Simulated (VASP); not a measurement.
A run of VASP 6.6.1:

INCAR

```
ALGO = Normal
EDIFF = 1E-6
ENCUT = 520
GGA = PE
ISIF = 2
ISMEAR = 0
LASPH = True
LCHARG = False
LREAL = False
LWAVE = False
NBANDS = 12
NELM = 60
PREC = Accurate
SIGMA = 0.02
```

File KPOINTS:

```
k-points
0
Gamma
  14 14 14
```

The input POSCAR:

```
LiCl
1.0
    0.0000000000      2.5751311085      2.5751311085
    2.5751311085      0.0000000000      2.5751311085
    2.5751311085      2.5751311085      0.0000000000
Li Cl
1 1
Direct
    0.0000000000      0.0000000000      0.0000000000
    0.5000000000      0.5000000000      0.5000000000
```

Potentials or basis: VASP PAW PBE potentials, release 64 (Li_sv, Cl).

The run is started by

```bash
$ cat potpaw_PBE.64/Li_sv/POTCAR potpaw_PBE.64/Cl/POTCAR > POTCAR
$ mpirun -np 1 vasp_std > vasp.out
```

Hardware: 1 thread of Intel(R) Xeon(R) 6975P-C (Granite Rapids) (shared host).

Task: How long does it take, and how much memory?

Result: Wall time 16 s on 1 thread of Intel(R) Xeon(R) 6975P-C (Granite Rapids), on a shared host, peak memory 0.17 GiB. Counts: scf iterations 12, k points 104.
